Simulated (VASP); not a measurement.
Set up this calculation in VASP 6.6.1, as the native input.

- Task: single point
- Functional: LDA
- Potentials or basis: VASP PAW LDA potentials, release 64 (Be, C)
- Cutoff: 600 eV
- k mesh: 10 × 10 × 10
- Occupations: gaussian, width 0.01 eV
- Spin: no spin polarisation
- Dipole correction: no
- Further INCAR settings: ALGO = Normal; EDIFF = 1e-06; NBANDS = 11

The structure of Be2C lies in POSCAR:

```
Be2C
1.0
    0.0000000000      2.1341541414      2.1341541414
    2.1341541414      0.0000000000      2.1341541414
    2.1341541414      2.1341541414      0.0000000000
Be C
2 1
Direct
    0.2500000000      0.2500000000      0.2500000000
    0.7500000000      0.7500000000      0.7500000000
    0.0000000000      0.0000000000      0.0000000000
```

One way to write it, as run:

INCAR

```
SYSTEM = Be2C
ALGO = Normal
EDIFF = 1E-6
ENCUT = 600
GGA = CA
GGA_COMPAT = .False.
ISIF = 2
ISMEAR = 0
LASPH = .True.
LCHARG = .False.
LREAL = .False.
LWAVE = .False.
NBANDS = 11
NELM = 120
PREC = Accurate
SIGMA = 0.01
```

KPOINTS

```
k-points
0
Gamma
  10 10 10
  0 0 0
```

Potentials or basis: VASP PAW LDA potentials, release 64 (Be, C).

Run with:

```console
$ cat potpaw_LDA.64/Be/POTCAR potpaw_LDA.64/C/POTCAR > POTCAR
$ mpirun -np 1 vasp_std > vasp.out
```

Results of the run:

The pressure is 0.5 GPa and the band gap on the k mesh is 1.20 eV, indirect (least direct gap 4.10 eV).

Wall time 3.6 s on 1 thread of Intel(R) Xeon(R) 6975P-C (Granite Rapids) (shared host), peak memory 0.12 GiB.
